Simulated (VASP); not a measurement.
# AlIn2As2P (P4/mmm) in VASP: relaxation of cell and atoms with PBE

Aim: the relaxation of cell and atoms of AlIn2As2P with PBE.

Program: VASP 6.6.1. These are calculated values, not measurements. Logs are shortened: lines on timing, memory, paths and dates and some standing lists are left out, and cuts for length are marked.

## (1) The cell of the first run

It takes space group P4/mmm (No. 123, tetragonal). The conventional cell has a = 5.141 Å, b = 5.141 Å, c = 5.545 Å, α = 90.00°, β = 90.00°, γ = 90.00°. Al (site symmetry 4/mmm) has 2 P at 2.77 Å and 8 As at 3.78 Å and 8 In at 3.88 Å within 3.9 Å. Within 3.5 Å of In (site symmetry 4mm) lie 2 In at 2.68 to 2.86 Å and 4 As at 2.94 Å. Within 3.4 Å of P (site symmetry 4/mmm) lie 4 As at 2.57 Å and 2 Al at 2.77 Å. As (site symmetry mmm) has 2 P at 2.57 Å and 4 In at 2.94 Å within 3.4 Å.

The cell was generated, and may not be a known phase.

## (2) Relaxation of cell and atoms, PBE

Contents of INCAR:

```
  PREC = Accurate
  ENCUT = 600
  EDIFF = 1E-6
  ISMEAR = 0
  SIGMA = 0.1
  LREAL = F
  LASPH = T
  NELM = 100
  ALGO = Normal
  ISIF = 3
  LWAVE = F
  LCHARG = F
  GGA = PE
  IBRION = 2
  NSW = 100
  EDIFFG = -0.01
```

Contents of KPOINTS:

```
regular mesh
0
Gamma
  8 8 8
```

Contents of POSCAR:

```
AlIn2As2P
1.0
    5.1412838247      0.0000000000      0.0000000000
    0.0000000000      5.1412838247      0.0000000000
    0.0000000000      0.0000000000      5.5446801680
Al In P As
1 2 1 2
Direct
    0.0000000000      0.0000000000      0.5000000000
    0.5000000000      0.5000000000      0.2580067623
    0.5000000000      0.5000000000      0.7419932377
    0.0000000000      0.0000000000      0.0000000000
    0.0000000000      0.5000000000      0.0000000000
    0.5000000000      0.0000000000      0.0000000000
```

Potentials or basis: VASP PAW PBE potentials, release 64 (Al, In_d, P, As).

Run with:

```sh
cat potpaw_PBE.64/Al/POTCAR potpaw_PBE.64/In_d/POTCAR potpaw_PBE.64/P/POTCAR potpaw_PBE.64/As/POTCAR > POTCAR
mpirun -np 1 vasp_std > vasp.out
```

OUTCAR:

```text
PREC = Accurate
   ENCUT = 600
   EDIFF = 1E-6
   ISMEAR = 0
   LREAL = F
   LASPH = T
   NELM = 100
   ISIF = 3
   GGA = PE
   IBRION = 2
   NSW = 100
   EDIFFG = -0.01

 ion  position               nearest neighbor table
   1  0.000  0.000  0.500-   4 2.77   4 2.77
   2  0.500  0.500  0.258-   3 2.68   3 2.86   6 2.94   5 2.94   6 2.94   5 2.94
   3  0.500  0.500  0.742-   2 2.68   2 2.86   5 2.94   6 2.94   6 2.94   5 2.94
   4  0.000  0.000  0.000-   5 2.57   6 2.57   5 2.57   6 2.57   1 2.77   1 2.77
   5  0.000  0.500  0.000-   4 2.57   4 2.57   2 2.94   3 2.94   2 2.94   3 2.94
   6  0.500  0.000  0.000-   4 2.57   4 2.57   2 2.94   2 2.94   3 2.94   3 2.94

  LATTYP: Found a simple tetragonal cell.
 ALAT       =     5.1412838247
 C/A-ratio  =     1.0784621812

  Lattice vectors:

 A1 = (   5.1412838247,   0.0000000000,   0.0000000000)
 A2 = (   0.0000000000,   5.1412838247,   0.0000000000)
 A3 = (   0.0000000000,   0.0000000000,   5.5446801680)

Analysis of symmetry for initial positions (statically):
=====================================================================
 Subroutine PRICEL returns:
 Original cell was already a primitive cell.

 Routine SETGRP: Setting up the symmetry group for a
 simple tetragonal supercell.

 Subroutine GETGRP returns: Found 16 space group operations
 (whereof 16 operations were pure point group operations)
 out of a pool of 16 trial point group operations.

The static configuration has the point symmetry D_4h.

Analysis of symmetry for dynamics (positions and initial velocities):
=====================================================================
 Subroutine PRICEL returns:
 Original cell was already a primitive cell.

 Routine SETGRP: Setting up the symmetry group for a
 simple tetragonal supercell.

 Subroutine GETGRP returns: Found 16 space group operations
 (whereof 16 operations were pure point group operations)
 out of a pool of 16 trial point group operations.

The dynamic configuration has the point symmetry D_4h.

 Subroutine INISYM returns: Found 16 space group operations
 (whereof 16 operations are pure point group operations),
 and found     1 'primitive' translations

----------------------------------------------------------------------------------------
[... 106 lines left out ...]
   NFREE  =      1    steps in history (QN), initial steepest desc. (CG)
   ISIF   =      3    stress and relaxation
   ISYM   =      2    0-nonsym 1-usesym 2-fastsym
   POTIM  = 0.5000    time-step for ionic-motion
   TEBEG  =    0.0;   TEEND  =   0.0 temperature during run
   PSTRESS=    0.0 pullay stress
   NELECT =      44.0000    total number of electrons
   NUPDOWN=      -1.0000    fix difference up-down
   EMIN   =  10.00;   EMAX   =-10.00  energy-range for DOS
   EFERMI =   0.00;   METHOD = LEGACY
   ISMEAR =     0;   SIGMA  =   0.10  broadening in eV -4-tet -1-fermi 0-gaus
   EFERMI_NEDOS =   21; number of points for ismear=-14 and -15
   IALGO  =     38    algorithm
   IMIX   =      4    mixing-type and parameters
     AMIX     =   0.40;   BMIX     =  1.00
     AMIX_MAG =   1.60;   BMIX_MAG =  1.00
  volume/ion in A,a.u.               =      24.43       164.84
  Fermi-wavevector in a.u.,A,eV,Ry     =   1.096190  2.071499 16.349203  1.201633
  Thomas-Fermi vector in A             =   2.232527
   LORBIT       =      0    0 simple, 1 ext, 2 COOP (PROOUT), +10 PAW based schemes
   GGA     = PE    functional components
   LHFCALC =     F    Hartree Fock is set to
   AEXX    =    0.0000 exact exchange contribution
   IVDW    =     0    specifies the selected vdW correction
   LEPSILON=     F    determine dielectric tensor
   LRPA    =     F    only Hartree local field effects (RPA)
 conjugate gradient relaxation of ions
 non-spin polarized calculation
 Gauss-broadening in eV      SIGMA  =   0.10
  energy-cutoff  :      600.00
  volume of cell :      146.56
 maximum number of plane-waves:      4936
 NGX is ok and might be reduce to    42
   NGX = 21   NGY = 21   NGZ = 23

--------------------------------------- Ionic step        1  -------------------------------------------

 number of electron      43.9999990 magnetization

 Free energy of the ion-electron system (eV)
  ---------------------------------------------------
  ext. energy  EPLUGINS =         0.00000000
  ---------------------------------------------------
  free energy    TOTEN  =       -21.67456569 eV

  energy without entropy =      -21.65667564  energy(sigma->0) =      -21.66562066

------------------------ aborting loop because EDIFF is reached ----------------------------------------

  FORCE on cell =-STRESS in cart. coord.  units (eV):
  Direction    XX          YY          ZZ          XY          YZ          ZX
  --------------------------------------------------------------------------------------
  -------------------------------------------------------------------------------------
  Total       -0.3686692     -0.3686692      1.9041064      0.0000000      0.0000000      0.0000000
  in kB       -4.0302113     -4.0302113     20.8152742      0.0000000      0.0000000      0.0000000
  external PRESSURE =       4.2516172 kB  Pullay stress =       0.0000000 kB
[... 227 lines left out ...]
--------------------------------------- Ionic step        7  -------------------------------------------

 number of electron      43.9999996 magnetization

 Free energy of the ion-electron system (eV)
  ---------------------------------------------------
  ext. energy  EPLUGINS =         0.00000000
  ---------------------------------------------------
  free energy    TOTEN  =       -21.71246951 eV

  energy without entropy =      -21.69959084  energy(sigma->0) =      -21.70603018

 E-fermi :   5.5049     XC(G=0):  -9.5143

 val. band max:        5.5042582738   @ k =   0.5000   0.0000   0.0000
 cond. band min:       5.5160870352   @ k =   0.5000   0.3750   0.0000
 fundamental gap:      0.0118287614
 Fermi energy:         5.5049482156

 k-point     1 :       0.0000    0.0000    0.0000
  band No.  band energies     occupation
      1      -9.7489      2.00000
      2      -9.4209      2.00000
      3      -9.4209      2.00000
      4      -9.2615      2.00000
      5      -9.1679      2.00000
      6      -9.1412      2.00000
[... 685 lines left out ...]
     25       6.9559      0.00000
     26       7.5532      0.00000

 [... further k-points ...]

------------------------ aborting loop because EDIFF is reached ----------------------------------------

  FORCE on cell =-STRESS in cart. coord.  units (eV):
  Direction    XX          YY          ZZ          XY          YZ          ZX
  --------------------------------------------------------------------------------------
  -------------------------------------------------------------------------------------
  Total       -0.0170705     -0.0170705     -0.0199731      0.0000000      0.0000000      0.0000000
  in kB       -0.1849221     -0.1849221     -0.2163653      0.0000000      0.0000000      0.0000000
  external PRESSURE =      -0.1954031 kB  Pullay stress =       0.0000000 kB
[... 21 lines left out ...]
  FREE ENERGIE OF THE ION-ELECTRON SYSTEM (eV)
  ---------------------------------------------------
  free  energy   TOTEN  =       -21.7124695097 eV

  energy  without entropy=      -21.6995908405  energy(sigma->0) =      -21.70603018

 reached required accuracy - stopping structural energy minimisation
```

OSZICAR:

```text
N       E                     dE             d eps       ncg     rms          rms(c)
DAV:   1     0.362201652043E+03    0.36220E+03   -0.21261E+04  3900   0.195E+03
[... 57 lines left out ...]
       N       E                     dE             d eps       ncg     rms          rms(c)
DAV:   1    -0.217138783145E+02   -0.16006E-02   -0.65897E-02  5622   0.200E+00    0.213E-01
DAV:   2    -0.217127203695E+02    0.11579E-02   -0.29374E-03  4706   0.506E-01    0.929E-02
DAV:   3    -0.217124994558E+02    0.22091E-03   -0.54038E-04  5706   0.241E-01    0.409E-02
DAV:   4    -0.217124701828E+02    0.29273E-04   -0.76533E-05  5402   0.700E-02    0.183E-02
DAV:   5    -0.217124689642E+02    0.12187E-05   -0.11552E-05  5108   0.216E-02    0.139E-02
DAV:   6    -0.217124695097E+02   -0.54553E-06   -0.15602E-06  2458   0.120E-02
   7 F= -.21712470E+02 E0= -.21706030E+02  d E =-.191670E-03
```

CONTCAR:

```text
AlIn2As2P
   1.00000000000000
     5.0759088870305060   -0.0000000000000000    0.0000000000000000
     0.0000000000000000    5.0759088870305060    0.0000000000000000
     0.0000000000000000    0.0000000000000000    5.7403730294867943
  Al              In              P               As
     1     2     1     2
Direct
     0.0000000000000000    0.0000000000000000    0.5000000000000000
     0.5000000000000000    0.5000000000000000    0.2591733909541155
     0.5000000000000000    0.5000000000000000    0.7408266090458845
     0.0000000000000000    0.0000000000000000    0.0000000000000000
     0.0000000000000000    0.5000000000000000    0.0000000000000000
     0.5000000000000000    0.0000000000000000    0.0000000000000000

  0.00000000E+00  0.00000000E+00  0.00000000E+00
  0.00000000E+00  0.00000000E+00  0.00000000E+00
  0.00000000E+00  0.00000000E+00  0.00000000E+00
  0.00000000E+00  0.00000000E+00  0.00000000E+00
  0.00000000E+00  0.00000000E+00  0.00000000E+00
  0.00000000E+00  0.00000000E+00  0.00000000E+00
```

Run time: 20 min. Hardware: 1 thread of Intel Xeon Platinum 8488C (Sapphire Rapids), shared host; peak memory 0.57 GiB.

Results:

| Item | Value |
| --- | --- |
| Free energy | -21.7125 eV |
| Relaxed volume | 24.65 Å³/atom |
| Relaxed cell | a = 5.076 Å, b = 5.076 Å, c = 5.740 Å, α = 90.00°, β = 90.00°, γ = 90.00° |
| Space group after relaxing (to 0.1 Å) | P4/mmm (No. 123) |
| Energy gained by relaxing | 6.3 meV/atom |
| Ionic steps | 7 |
| Pressure after relaxing | 0.0 GPa |
| Band gap on the k mesh | zero (bands 22 and 23 overlap by 1.47 eV) |

The path:
```tsv
step	energy change (eV)	largest force (eV/Å)	pressure (GPa)	volume (Å³)
1	0.0000	0.1541	0.43	146.56
2	-0.0236	0.0870	0.00	147.92
3	-0.0292	0.2533	-0.26	149.03
4	-0.0365	0.1152	-0.15	148.44
5	-0.0377	0.0423	-0.06	148.11
6	-0.0377	0.0332	-0.05	148.07
7	-0.0379	0.0012	-0.02	147.90
```

Final structure:
```
Al In P As
1.0
     5.07591    0.00000    0.00000
     0.00000    5.07591    0.00000
     0.00000    0.00000    5.74037
Al In P As
1 2 1 2
Direct
  0.00000 0.00000 0.50000
  0.50000 0.50000 0.25917
  0.50000 0.50000 0.74083
  0.00000 0.00000 0.00000
  0.00000 0.50000 0.00000
  0.50000 0.00000 0.00000
```

Levels at points of the mesh, in eV from the Fermi level:
| k point | band 20 | band 21 | band 22 | band 23 | band 24 | band 25 |
| --- | --- | --- | --- | --- | --- | --- |
| (0.00, 0.00, 0.00) | -1.90 | -1.42 | -0.60 | -0.32 | 1.44 | 1.44 |
| (0.50, 0.00, 0.00) | -2.83 | -0.44 | -0.36 | 0.00 | 1.31 | 2.02 |
| (0.50, 0.50, 0.00) | -2.08 | -0.76 | -0.76 | -0.33 | 0.09 | 0.09 |
| (0.00, 0.00, 0.50) | -1.64 | -0.98 | -0.96 | -0.41 | -0.41 | 1.65 |
| (0.50, 0.00, 0.50) | -0.87 | -0.38 | 0.19 | 0.19 | 0.95 | 1.10 |
| (0.50, 0.50, 0.50) | 0.14 | 0.14 | 0.63 | 0.66 | 1.21 | 2.16 |

Caveat: spin-orbit coupling is left out, which moves the levels of the heavy elements.
